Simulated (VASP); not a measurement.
Here is a VASP 6.6.1 calculation.

File INCAR:

```
SYSTEM = Hf
PREC = Accurate
ENCUT = 600
EDIFF = 1E-6
ISMEAR = -1
SIGMA = 0.1
LREAL = .False.
LASPH = .True.
NELM = 100
ALGO = Normal
ISIF = 3
LWAVE = .False.
LCHARG = .False.
GGA = RE
IVDW = 12
IBRION = 2
NSW = 80
EDIFFG = -0.03
```

The input KPOINTS:

```
regular mesh
0
Gamma
  9 9 9
  0 0 0
```

Contents of POSCAR:

```
Hf
1.0
    2.9100000000      0.0000000000      0.0000000000
    0.0000000000      2.9100000000      0.0000000000
    0.0000000000      0.0000000000      2.9100000000
Hf
1
Direct
    0.0000000000      0.0000000000      0.0000000000
```

Potentials or basis: VASP PAW PBE potentials, release 64 (Hf_pv).

The run is started by

```sh
$ cat potpaw_PBE.64/Hf_pv/POTCAR > POTCAR
$ mpirun -np 1 vasp_std > vasp.out
```

(1) Estimate the relaxed volume.

(2) Estimate the band gap on the k mesh.

(3) What does it give for the relaxed cell?

Results:

(1) 23.70 Å³/atom.

(2) zero (band 5 reaches 4.86 eV, above the bottom of band 6 at 2.66 eV).

(3) a = 2.872 Å, b = 2.872 Å, c = 2.872 Å, α = 90.00°, β = 90.00°, γ = 90.00°.

Caveat: the PAW data sets were made with another functional, which shifts forces and pressure a little; spin-orbit coupling is left out, which moves the levels of the heavy elements; pairwise dispersion overbinds metals, which lowers pressure and volume.
